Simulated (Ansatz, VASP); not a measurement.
**One calculation of TiCo2, two programs**

```
CELL_PARAMETERS angstrom
0.00000 3.35200 3.35200
3.35200 0.00000 3.35200
3.35200 3.35200 0.00000
ATOMIC_POSITIONS crystal
Ti 0.50000 0.50000 0.50000
Ti 0.75000 0.75000 0.75000
Co 0.12500 0.12500 0.12500
Co 0.62500 0.12500 0.12500
Co 0.12500 0.12500 0.62500
Co 0.12500 0.62500 0.12500
```

Alike in both runs: task single point; functional r2SCAN; k mesh 4 × 4 × 4; occupations gaussian, width 0.1 eV; collinear spin.

|  | VASP | Ansatz |
| --- | --- | --- |
| version | VASP 6.6.1 | Ansatz 0.2.0 |
| potentials or method | VASP PAW PBE potentials, release 64 (Ti_sv, Co), cutoff 520 eV | scalar-relativistic, plane waves, PAW |
| valence electrons in the cell | 60 | 92 |

Ansatz gave:

- gap on the k mesh at the Fermi level (eV): none
- pressure (GPa): -2.1
- net moment per atom (μB): 0.64
- size of the moment on the site where the two differ most (μB): 1.47

Estimate VASP's values.

gap on the k mesh at the Fermi level (eV): none; pressure (GPa): -2.2; net moment per atom (μB): 0.63; size of the moment on the site where the two differ most (μB): 1.42.

VASP's potentials were made for PBE, not for r2SCAN. Site moments also hang on the region over which each program counts them. A gap of «none» marks a metal or a gap that the smearing closes. The functional is the same, so the differences come from potentials, cutoffs and numerics. VASP's potentials hold 60 valence electrons a cell and Ansatz's 92, so a difference there can come from the potentials and not from the codes. Ansatz's warnings: stability check not made.

The k mesh is coarse, so the values compare programs but aren't converged.
